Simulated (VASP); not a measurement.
Runs of VASP 6.6.1 on CoO. The structure is that of space group Fm-3m (No. 225), or close to it. The cells are those of the table. 

| level | potentials or basis | U | fixed moment (μB) | cell | k mesh | cutoff (eV) | smearing | dipole correction | grid for exact exchange (PRECFOCK) | share of exact exchange | tolerance level | purpose | gap on the mesh (eV) | pressure (GPa) | moment (μB) |
| --- | --- | --- | --- | --- | --- | --- | --- | --- | --- | --- | --- | --- | --- | --- | --- |
| PBEsol-based global hybrid with 25 % exact exchange | VASP PAW PBE potentials, release 64 (Co, O) | - | - | a = 2.939 Å, angles 60.0°, 2 atoms | 6 × 6 × 6 | 520 | fermi-dirac 0.05 eV | no | Normal | 0.25 | - | - | none | (a) | 3.00 |
| LDA+U | VASP PAW LDA potentials, release 64 (Co, O) | Co d U = 3 eV | - | a = 3.014 Å, angles 60.0°, 2 atoms | 15 × 15 × 15 | 460 | tetrahedron 0.1 eV | - | - | - | standard | density of states | none | - | 3.00 |
| PBE | VASP PAW PBE potentials, release 64 (Co_sv, O) | - | 1.5 | a = 3.014 Å, angles 60.0°, 2 atoms | 9 × 9 × 9 | 700 | fermi-dirac 0.05 eV | no | - | - | - | - | - | -13.5 | 1.50 |
| PBEsol-based screened hybrid with 25 % exact exchange | VASP PAW PBE potentials, release 64 (Co, O) | - | - | a = 2.941 Å, angles 60.0°, 2 atoms | 6 × 6 × 6 | 520 | fermi-dirac 0.05 eV | no | Normal | 0.25 | - | - | none | (b) | 2.99 |
| PBE | VASP PAW PBE potentials, release 64 (Co_sv, O) | - | 1.0 | a = 3.014 Å, angles 60.0°, 2 atoms | 9 × 9 × 9 | 700 | fermi-dirac 0.05 eV | no | - | - | - | - | - | -16.3 | 1.00 |
| HSE06 | VASP PAW PBE potentials, release 64 (Co, O) | - | - | a = 3.034 Å, angles 60.0°, 2 atoms | 6 × 6 × 6 | 520 | fermi-dirac 0.05 eV | no | Normal | 0.25 | - | - | none | -11.5 | 3.00 |
| LDA+U | VASP PAW LDA potentials, release 64 (Co, O) | Co d U = 3 eV | - | a = 3.014 Å, angles 60.0°, 2 atoms | 32 × 32 × 32 | 640 | tetrahedron 0.1 eV | - | - | - | standard | density of states | none | - | 3.00 |
| PBE | VASP PAW PBE potentials, release 64 (Co_sv, O) | - | 2.0 | a = 3.014 Å, angles 60.0°, 2 atoms | 9 × 9 × 9 | 700 | fermi-dirac 0.05 eV | no | - | - | - | - | - | -10.5 | 2.00 |

Alike in all rows: task single point; spin collinear, ferromagnetic start.

Problem. Estimate the missing entries.

Solution. (a) 0.0; (b) 0.2.

Caveats: some runs use coarse meshes; a cell with one magnetic atom can't hold antiferromagnetic order, which such compounds often take; the PAW data sets were made with another functional, which shifts forces and pressure a little (at least some runs); the cell stands under tension (at least some runs); the total moment is fixed, so each spin has its own Fermi level and the state may be an excited one (at least some runs); tetrahedron occupations give inexact forces and stress in metals (at least some runs); the cutoff is under 1.25 times the usual one of these potentials, so pressure, stress and relaxed cells hold a basis-set (Pulay) error (at least some runs).

A gap of «none» marks levels without a gap at the run's occupations.

The runs don't all hold the same shells in valence.
